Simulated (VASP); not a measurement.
Write the native input for VASP 6.6.1 that does the following.

| Property | Result |
| --- | --- |
| Task | single point |
| Functional | PBE |
| Potentials or basis | VASP PAW PBE potentials, release 64 (F) |
| Cutoff | 520 eV |
| k mesh | 10 × 10 × 4 |
| Occupations | fermi-dirac, width 0.05 eV |
| Spin | no spin polarisation |
| Dipole correction | no |
| Further INCAR settings | ALGO = Normal; EDIFF = 1e-06; NBANDS = 22 |

The structure of F lies in POSCAR:

```
F
1.0
    2.5041379365     -1.5516910886      0.0000000000
    2.5041379365      1.5516910886      0.0000000000
   -0.5506357392      0.0000000000      6.4630239867
F
4
Direct
    0.9153359700      0.5958328800      0.0979555000
    0.4041671200      0.0846640300      0.4020445000
    0.0846640300      0.4041671200      0.9020445000
    0.5958328800      0.9153359700      0.5979555000
```

These files were run (other wordings do the same):

INCAR

```
PREC = Accurate
ENCUT = 520
EDIFF = 1E-6
ISMEAR = -1
SIGMA = 0.05
LREAL = False
LASPH = True
NELM = 100
ALGO = Normal
ISIF = 2
LWAVE = False
LCHARG = False
GGA = PE
NBANDS = 22
```

KPOINTS

```
Automatic mesh
0
Gamma
  10 10 4
```

Potentials or basis: VASP PAW PBE potentials, release 64 (F).

The run is started by

```console
$ cat potpaw_PBE.64/F/POTCAR > POTCAR
$ mpirun -np 1 vasp_std > vasp.out
```

Results of the run:

```
Pressure               : 7.9 GPa
Largest force          : 1.645 eV/Å
Band gap on the k mesh : 2.97 eV, direct
```

Caveat: forces of over 1 eV/Å act on the atoms, so gaps and moduli don't describe the material at rest.

Run time: 54 s on 1 thread of Intel(R) Xeon(R) Platinum 8375C CPU @ 2.90GHz (Ice Lake) (shared host), peak memory 0.21 GiB.
